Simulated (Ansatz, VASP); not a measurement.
**Lu: VASP beside Ansatz**

```
Lu
1.0
     1.79692    1.03745    8.75905
    -1.79692    1.03745    8.75905
     0.00000   -2.07491    8.75905
Lu
3
Direct
  0.00000 0.00000 0.00000
  0.77831 0.77831 0.77831
  0.22169 0.22169 0.22169
```

Change from the starting cell: volume scaled by 1.1, no spin polarisation, PAW files.

Alike in both runs: task single point; functional PBE; k mesh 10 × 10 × 10; occupations fermi-dirac, width 0.05 eV; no spin polarisation.

|  | VASP | Ansatz |
| --- | --- | --- |
| version | VASP 6.6.1 | Ansatz 0.2.0 |
| potentials or method | VASP PAW PBE potentials, release 64 (Lu) | PAW with Ansatz's default frozen-core files, scalar-relativistic |
| plane-wave cutoff (eV) | 520 | 420 |
| valence electrons in the cell | 75 | 75 |

```csv
,VASP,Ansatz,Ansatz less VASP
pressure (GPa),-4.6,-4.3,+0.29
"traceless stress, the component that is largest in VASP (GPa)",-0.76,-0.76,-0.003
rms of the force components (eV/Å),0.010,0.011,+0.0004
```

Atom by atom the forces differ by 0.000 eV/Å (rms over components).

Spin-orbit coupling is off throughout.
